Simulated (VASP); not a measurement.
# InP (F-43m) in VASP: further runs

The runs below take InP through single point, with LDA.

Everything below comes from runs of VASP 6.6.1. Logs are shortened: lines on timing, memory, paths and dates and some standing lists are left out, and cuts for length are marked.

### Step 1. The cell of the first run

Symmetry: F-43m, No. 216, cubic system. Conventional cell: a = 5.861 Å, b = 5.861 Å, c = 5.861 Å, α = 90.00°, β = 90.00°, γ = 90.00°. In (site symmetry -43m) has 4 P at 2.54 Å within 3.3 Å. Within 3.3 Å of P (site symmetry -43m) lie 4 In at 2.54 Å.

### Step 2. Single point, LDA

Contents of INCAR:

```
ALGO = Normal ; EDIFF = 1E-6
ENCUT = 500 ; GGA = CA
GGA_COMPAT = F ; ISIF = 2
ISMEAR = 0 ; LASPH = T
LCHARG = T ; LELF = T
LREAL = F ; LVHAR = T
LWAVE = F ; NBANDS = 16
NELM = 120 ; PREC = Accurate
SIGMA = 0.05
```

Contents of KPOINTS:

```
k-points
0
Gamma
  4 4 4
```

Contents of POSCAR:

```
InP
1.0
    0.0000000000      2.9305000000      2.9305000000
    2.9305000000      0.0000000000      2.9305000000
    2.9305000000      2.9305000000      0.0000000000
In P
1 1
Direct
    0.0000000000      0.0000000000      0.0000000000
    0.7500000000      0.7500000000      0.7500000000
```

Potentials or basis: VASP PAW LDA potentials, release 64 (In_d, P).

Started as:

```bash
$ cat potpaw_LDA.64/In_d/POTCAR potpaw_LDA.64/P/POTCAR > POTCAR
$ mpirun -np 1 vasp_std > vasp.out
```

OUTCAR:

```text
EDIFF = 1E-6
   ENCUT = 500
   GGA = CA
   ISIF = 2
   ISMEAR = 0
   LASPH = T
   LREAL = F
   NELM = 120
   PREC = Accurate

 ion  position               nearest neighbor table
   1  0.000  0.000  0.000-   2 2.54   2 2.54   2 2.54   2 2.54
   2  0.750  0.750  0.750-   1 2.54   1 2.54   1 2.54   1 2.54

  LATTYP: Found a face centered cubic cell.
 ALAT       =     5.8610000000

  Lattice vectors:

 A1 = (   0.0000000000,   2.9305000000,   2.9305000000)
 A2 = (   2.9305000000,   0.0000000000,   2.9305000000)
 A3 = (   2.9305000000,   2.9305000000,   0.0000000000)

Analysis of symmetry for initial positions (statically):
=====================================================================
 Subroutine PRICEL returns:
 Original cell was already a primitive cell.

 Routine SETGRP: Setting up the symmetry group for a
 face centered cubic supercell.

 Subroutine GETGRP returns: Found 24 space group operations
 (whereof 24 operations were pure point group operations)
 out of a pool of 48 trial point group operations.

The static configuration has the point symmetry T_d .

Analysis of symmetry for dynamics (positions and initial velocities):
=====================================================================
 Subroutine PRICEL returns:
 Original cell was already a primitive cell.

 Routine SETGRP: Setting up the symmetry group for a
 face centered cubic supercell.

 Subroutine GETGRP returns: Found 24 space group operations
 (whereof 24 operations were pure point group operations)
 out of a pool of 48 trial point group operations.

The dynamic configuration has the point symmetry T_d .

 Subroutine INISYM returns: Found 24 space group operations
 (whereof 24 operations are pure point group operations),
 and found     1 'primitive' translations

----------------------------------------------------------------------------------------

                                     Primitive cell

  volume of cell :      50.3333

  direct lattice vectors                    reciprocal lattice vectors
     0.000000000  2.930500000  2.930500000    -0.170619348  0.170619348  0.170619348
     2.930500000  0.000000000  2.930500000     0.170619348 -0.170619348  0.170619348
     2.930500000  2.930500000  0.000000000     0.170619348  0.170619348 -0.170619348

  length of vectors
     4.144352845  4.144352845  4.144352845     0.295521380  0.295521380  0.295521380

  position of ions in fractional coordinates (direct lattice)
     0.000000000  0.000000000  0.000000000
     0.750000000  0.750000000  0.750000000

  ion indices of the primitive-cell ions
   primitive index   ion index
                 1           1
                 2           2

----------------------------------------------------------------------------------------

 KPOINTS: k-points

Automatic generation of k-mesh.
 Grid dimensions read from file:
 generate k-points for:    4    4    4

 Generating k-lattice:

  Cartesian coordinates                     Fractional coordinates (reciprocal lattice)
    -0.042654837  0.042654837  0.042654837     0.250000000  0.000000000  0.000000000
     0.042654837 -0.042654837  0.042654837     0.000000000  0.250000000  0.000000000
     0.042654837  0.042654837 -0.042654837     0.000000000  0.000000000  0.250000000

  Length of vectors
     0.073880345  0.073880345  0.073880345

  Shift w.r.t. Gamma in fractional coordinates (k-lattice)
     0.000000000  0.000000000  0.000000000

 Subroutine IBZKPT returns following result:
 ===========================================

 Found      8 irreducible k-points:

 Following reciprocal coordinates:
            Coordinates               Weight
  0.000000  0.000000  0.000000      1.000000
  0.250000  0.000000  0.000000      8.000000
  0.500000  0.000000  0.000000      4.000000
  0.250000  0.250000  0.000000      6.000000
  0.500000  0.250000  0.000000     24.000000
 -0.250000  0.250000  0.000000     12.000000
  0.500000  0.500000  0.000000      3.000000
 -0.250000  0.500000  0.250000      6.000000
   k-points           NKPTS =      8   k-points in BZ     NKDIM =      8   number of bands    NBANDS=     16
   number of dos      NEDOS =    301   number of ions     NIONS =      2
   total plane-waves  NPLWV =  27000
   dimension x,y,z NGX =    30 NGY =   30 NGZ =   30
   dimension x,y,z NGXF=    60 NGYF=   60 NGZF=   60
   ions per type =               1   1
   NGX,Y,Z   is equivalent  to a cutoff of  12.03, 12.03, 12.03 a.u.
   NGXF,Y,Z  is equivalent  to a cutoff of  24.07, 24.07, 24.07 a.u.
 SYSTEM =  unknown system
   PREC   = accura    normal or accurate (medium, high low for compatibility)
   ISTART =      0    job   : 0-new  1-cont  2-samecut
   ICHARG =      2    charge: 1-file 2-atom 10-const
   ISPIN  =      1    spin polarized calculation?
   LNONCOLLINEAR =      F non collinear calculations
   LSORBIT =      F    spin-orbit coupling
   LASPH  =      T    aspherical Exc in radial PAW
   ENCUT  =  500.0 eV  36.75 Ry    6.06 a.u.   7.56  7.56  7.56*2*pi/ulx,y,z
   NELM   =    120;   NELMIN=  2; NELMDL= -5     # of ELM steps
   EDIFF  = 0.1E-05   stopping-criterion for ELM
   LREAL  =      F    real-space projection
   EDIFFG = 0.1E-04   stopping-criterion for IOM
   NSW    =      0    number of steps for IOM
   IBRION =     -1    ionic relax: 0-MD 1-quasi-New 2-CG
   NFREE  =      0    steps in history (QN), initial steepest desc. (CG)
   ISIF   =      2    stress and relaxation
   ISYM   =      2    0-nonsym 1-usesym 2-fastsym
   POTIM  = 0.5000    time-step for ionic-motion
   TEBEG  =    0.0;   TEEND  =   0.0 temperature during run
   PSTRESS=    0.0 pullay stress
   NELECT =      18.0000    total number of electrons
   NUPDOWN=      -1.0000    fix difference up-down
   EMIN   =  10.00;   EMAX   =-10.00  energy-range for DOS
   EFERMI =   0.00;   METHOD = LEGACY
   ISMEAR =     0;   SIGMA  =   0.05  broadening in eV -4-tet -1-fermi 0-gaus
   EFERMI_NEDOS =   21; number of points for ismear=-14 and -15
   IALGO  =     38    algorithm
   IMIX   =      4    mixing-type and parameters
     AMIX     =   0.40;   BMIX     =  1.00
     AMIX_MAG =   1.60;   BMIX_MAG =  1.00
  volume/ion in A,a.u.               =      25.17       169.83
  Fermi-wavevector in a.u.,A,eV,Ry     =   1.162021  2.195901 18.371846  1.350293
  Thomas-Fermi vector in A             =   2.298587
   LORBIT       =      0    0 simple, 1 ext, 2 COOP (PROOUT), +10 PAW based schemes
   GGA     = CA    functional components
   LHFCALC =     F    Hartree Fock is set to
   AEXX    =    0.0000 exact exchange contribution
   IVDW    =     0    specifies the selected vdW correction
   LEPSILON=     F    determine dielectric tensor
   LRPA    =     F    only Hartree local field effects (RPA)
 non-spin polarized calculation
 Gauss-broadening in eV      SIGMA  =   0.05
  energy-cutoff  :      500.00
  volume of cell :       50.33
 maximum number of plane-waves:      1298
   NGX = 15   NGY = 15   NGZ = 15

 number of electron      18.0000009 magnetization

 Free energy of the ion-electron system (eV)
  ---------------------------------------------------
  ext. energy  EPLUGINS =         0.00000000
  ---------------------------------------------------
  free energy    TOTEN  =        -9.54912420 eV

  energy without entropy =       -9.54912420  energy(sigma->0) =       -9.54912420

 E-fermi :   5.3243     XC(G=0):  -9.5994

 val. band max:        5.0564987300   @ k =   0.0000   0.0000   0.0000
 cond. band min:       5.5461429939   @ k =   0.0000   0.0000   0.0000
 fundamental gap:      0.4896442639
 Fermi energy:         5.3243322488

 k-point     1 :       0.0000    0.0000    0.0000
  band No.  band energies     occupation
      1      -9.1825      2.00000
      2      -9.1825      2.00000
      3      -9.1825      2.00000
      4      -9.0300      2.00000
      5      -9.0300      2.00000
      6      -6.4971      2.00000
[... 8 lines left out ...]
     15      14.4804      0.00000
     16      14.4804      0.00000

 k-point     2 :       0.2500    0.0000    0.0000
  band No.  band energies     occupation
      1      -9.2429      2.00000
      2      -9.1590      2.00000
      3      -9.1590      2.00000
      4      -9.0275      2.00000
      5      -9.0275      2.00000
      6      -5.8131      2.00000
[... 8 lines left out ...]
     15      13.5508      0.00000
     16      13.9052      0.00000

 k-point     3 :       0.5000    0.0000    0.0000
  band No.  band energies     occupation
      1      -9.2984      2.00000
      2      -9.1435      2.00000
      3      -9.1435      2.00000
      4      -9.0163      2.00000
      5      -9.0163      2.00000
      6      -4.7385      2.00000
[... 8 lines left out ...]
     15      15.6334      0.00000
     16      15.6334      0.00000

 k-point     4 :       0.2500    0.2500    0.0000
  band No.  band energies     occupation
      1      -9.2826      2.00000
      2      -9.1310      2.00000
      3      -9.1310      2.00000
      4      -9.0540      2.00000
      5      -9.0122      2.00000
      6      -5.5881      2.00000
[... 8 lines left out ...]
     15      15.0201      0.00000
     16      16.8971      0.00000

 k-point     5 :       0.5000    0.2500    0.0000
  band No.  band energies     occupation
      1      -9.3210      2.00000
      2      -9.1206      2.00000
      3      -9.1075      2.00000
      4      -9.0509      2.00000
      5      -9.0086      2.00000
      6      -4.4751      2.00000
[... 8 lines left out ...]
     15      15.7729      0.00000
     16      16.9172      0.00000

 k-point     6 :      -0.2500    0.2500    0.0000
  band No.  band energies     occupation
      1      -9.2922      2.00000
      2      -9.1370      2.00000
      3      -9.1285      2.00000
      4      -9.0315      2.00000
      5      -9.0251      2.00000
      6      -4.8770      2.00000
[... 8 lines left out ...]
     15      15.2297      0.00000
     16      16.8061      0.00000

 k-point     7 :       0.5000    0.5000    0.0000
  band No.  band energies     occupation
      1      -9.3643      2.00000
      2      -9.0828      2.00000
      3      -9.0770      2.00000
      4      -9.0770      2.00000
      5      -8.9944      2.00000
      6      -4.0628      2.00000
[... 8 lines left out ...]
     15      15.8179      0.00000
     16      16.7822      0.00000

 k-point     8 :      -0.2500    0.5000    0.2500
  band No.  band energies     occupation
      1      -9.3296      2.00000
      2      -9.1229      2.00000
      3      -9.0857      2.00000
      4      -9.0514      2.00000
      5      -9.0148      2.00000
      6      -3.9793      2.00000
[... 8 lines left out ...]
     15      16.3004      0.00000
     16      16.8874      0.00000

------------------------ aborting loop because EDIFF is reached ----------------------------------------

  FORCE on cell =-STRESS in cart. coord.  units (eV):
  Direction    XX          YY          ZZ          XY          YZ          ZX
  --------------------------------------------------------------------------------------
  -------------------------------------------------------------------------------------
  Total       -0.3183920     -0.3183920     -0.3183920      0.0000000     -0.0000000      0.0000000
  in kB      -10.1348539    -10.1348539    -10.1348539      0.0000000     -0.0000000      0.0000000
  external PRESSURE =     -10.1348539 kB  Pullay stress =       0.0000000 kB

 VOLUME and BASIS-vectors are now :
 -----------------------------------------------------------------------------
  energy-cutoff  :      500.00
  volume of cell :       50.33
      direct lattice vectors                 reciprocal lattice vectors
     0.000000000  2.930500000  2.930500000    -0.170619348  0.170619348  0.170619348
     2.930500000  0.000000000  2.930500000     0.170619348 -0.170619348  0.170619348
     2.930500000  2.930500000  0.000000000     0.170619348  0.170619348 -0.170619348

 POSITION                                       TOTAL-FORCE (eV/Angst)
 -----------------------------------------------------------------------------------
      0.00000      0.00000      0.00000        -0.000000     -0.000000     -0.000000
      4.39575      4.39575      4.39575         0.000000      0.000000      0.000000
 -----------------------------------------------------------------------------------
    total drift:                               -0.000000     -0.000000      0.000000

  FREE ENERGIE OF THE ION-ELECTRON SYSTEM (eV)
  ---------------------------------------------------
  free  energy   TOTEN  =        -9.5491241965 eV

  energy  without entropy=       -9.5491241965  energy(sigma->0) =       -9.54912420
```

It took 4.9 s on 1 thread of Intel Xeon 6975P-C (Granite Rapids), shared host; peak memory 0.14 GiB.

What came out:

- Free energy: -9.5491 eV
- Pressure: -1.0 GPa
- Band gap on the k mesh: 0.49 eV, direct

Caveat: the k points lie up to 0.46 Å⁻¹ apart; spin-orbit coupling is left out, which moves the levels of the heavy elements. LDA gaps usually lie below the measured ones, often by a third to a half.

### Step 3. Single point, LDA

Contents of INCAR:

```
PREC = Accurate
ENCUT = 500
EDIFF = 1E-6
ISMEAR = 0
SIGMA = 0.05
LREAL = False
LASPH = True
NELM = 120
ALGO = Normal
ISIF = 2
LWAVE = False
LCHARG = True
LELF = True
LVHAR = True
NBANDS = 16
GGA_COMPAT = False
```

Contents of KPOINTS:

```
Automatic mesh
0
Gamma
  4 4 4
```

POSCAR is that of step 2.

Potentials or basis: VASP PAW LDA potentials, release 64 (In_d, P).

Started as:

```bash
$ cat potpaw_LDA.64/In_d/POTCAR potpaw_LDA.64/P/POTCAR > POTCAR
$ mpirun -np 1 vasp_std > vasp.out
```

OUTCAR:

```text
PREC = Accurate
   ENCUT = 500
   EDIFF = 1E-6
   ISMEAR = 0
   LREAL = False
   LASPH = True
   NELM = 120
   ISIF = 2

 ion  position               nearest neighbor table
   1  0.000  0.000  0.000-   2 2.54   2 2.54   2 2.54   2 2.54
   2  0.750  0.750  0.750-   1 2.54   1 2.54   1 2.54   1 2.54

  LATTYP: Found a face centered cubic cell.
 ALAT       =     5.8610000000

  Lattice vectors:

 A1 = (   0.0000000000,   2.9305000000,   2.9305000000)
 A2 = (   2.9305000000,   0.0000000000,   2.9305000000)
 A3 = (   2.9305000000,   2.9305000000,   0.0000000000)

Analysis of symmetry for initial positions (statically):
=====================================================================
 Subroutine PRICEL returns:
 Original cell was already a primitive cell.

 Routine SETGRP: Setting up the symmetry group for a
 face centered cubic supercell.

 Subroutine GETGRP returns: Found 24 space group operations
 (whereof 24 operations were pure point group operations)
 out of a pool of 48 trial point group operations.

The static configuration has the point symmetry T_d .

Analysis of symmetry for dynamics (positions and initial velocities):
[... 142 lines left out ...]
 E-fermi :   5.3243     XC(G=0):  -9.5994

 val. band max:        5.0564987300   @ k =   0.0000   0.0000   0.0000
 cond. band min:       5.5461429939   @ k =   0.0000   0.0000   0.0000
 fundamental gap:      0.4896442639
 Fermi energy:         5.3243322488

 k-point     1 :       0.0000    0.0000    0.0000
  band No.  band energies     occupation
      1      -9.1825      2.00000
      2      -9.1825      2.00000
      3      -9.1825      2.00000
      4      -9.0300      2.00000
      5      -9.0300      2.00000
      6      -6.4971      2.00000
[... 129 lines left out ...]
      3      -9.0857      2.00000
      4      -9.0514      2.00000
      5      -9.0148      2.00000
      6      -3.9793      2.00000
[... 8 lines left out ...]
     15      16.3004      0.00000
     16      16.8874      0.00000

------------------------ aborting loop because EDIFF is reached ----------------------------------------

  FORCE on cell =-STRESS in cart. coord.  units (eV):
  Direction    XX          YY          ZZ          XY          YZ          ZX
  --------------------------------------------------------------------------------------
  -------------------------------------------------------------------------------------
  Total       -0.3183920     -0.3183920     -0.3183920      0.0000000     -0.0000000      0.0000000
  in kB      -10.1348539    -10.1348539    -10.1348539      0.0000000     -0.0000000      0.0000000
  external PRESSURE =     -10.1348539 kB  Pullay stress =       0.0000000 kB

 VOLUME and BASIS-vectors are now :
 -----------------------------------------------------------------------------
  energy-cutoff  :      500.00
  volume of cell :       50.33
      direct lattice vectors                 reciprocal lattice vectors
     0.000000000  2.930500000  2.930500000    -0.170619348  0.170619348  0.170619348
     2.930500000  0.000000000  2.930500000     0.170619348 -0.170619348  0.170619348
     2.930500000  2.930500000  0.000000000     0.170619348  0.170619348 -0.170619348

 POSITION                                       TOTAL-FORCE (eV/Angst)
 -----------------------------------------------------------------------------------
      0.00000      0.00000      0.00000        -0.000000     -0.000000     -0.000000
      4.39575      4.39575      4.39575         0.000000      0.000000      0.000000
 -----------------------------------------------------------------------------------
    total drift:                               -0.000000     -0.000000      0.000000

  FREE ENERGIE OF THE ION-ELECTRON SYSTEM (eV)
  ---------------------------------------------------
  free  energy   TOTEN  =        -9.5491241965 eV

  energy  without entropy=       -9.5491241965  energy(sigma->0) =       -9.54912420
```

OSZICAR:

```text
N       E                     dE             d eps       ncg     rms          rms(c)
DAV:   1     0.107419785182E+03    0.10742E+03   -0.80894E+03   256   0.123E+03
DAV:   2    -0.221182768619E+01   -0.10963E+03   -0.10454E+03   280   0.278E+02
DAV:   3    -0.979734246582E+01   -0.75855E+01   -0.75342E+01   336   0.732E+01
DAV:   4    -0.100127665480E+02   -0.21542E+00   -0.21524E+00   344   0.134E+01
DAV:   5    -0.100222496504E+02   -0.94831E-02   -0.94828E-02   352   0.247E+00    0.586E+00
DAV:   6    -0.960172985535E+01    0.42052E+00   -0.60741E-01   432   0.129E+01    0.347E+00
DAV:   7    -0.955471838335E+01    0.47011E-01   -0.14271E-01   368   0.308E+00    0.117E+00
DAV:   8    -0.954924742000E+01    0.54710E-02   -0.14098E-02   336   0.135E+00    0.359E-01
DAV:   9    -0.954908835975E+01    0.15906E-03   -0.10422E-03   352   0.314E-01    0.177E-01
DAV:  10    -0.954912138209E+01   -0.33022E-04   -0.17762E-04   392   0.209E-01    0.963E-02
DAV:  11    -0.954912731344E+01   -0.59314E-05   -0.45490E-05   344   0.112E-01    0.594E-02
DAV:  12    -0.954912415788E+01    0.31556E-05   -0.63964E-06   360   0.194E-02    0.987E-03
DAV:  13    -0.954912419654E+01   -0.38655E-07   -0.75288E-07   168   0.509E-03
   1 F= -.95491242E+01 E0= -.95491242E+01  d E =-.125158E-11
```

It took 4.6 s on 1 thread of Intel Xeon 6975P-C (Granite Rapids), shared host; peak memory 0.14 GiB.

What came out:

```yaml
Free_energy: -9.5491 eV
Pressure: -1.0 GPa
Band_gap_on_the_k_mesh: 0.49 eV, direct
```

Levels at points of the mesh, in eV from the valence-band top:
```csv
k point,band 7,band 8,band 9,band 10,band 11,band 12
"(0.00, 0.00, 0.00)",0.00,0.00,0.00,0.49,3.93,3.93
"(0.50, 0.00, 0.00)",-5.86,-1.00,-1.00,1.30,4.67,4.67
"(0.50, 0.50, 0.00)",-5.89,-2.37,-2.37,1.56,2.10,8.98
```

Caveat: the k points lie up to 0.46 Å⁻¹ apart; spin-orbit coupling is left out, which moves the levels of the heavy elements. As with any semilocal functional, this LDA gap is likely too small.
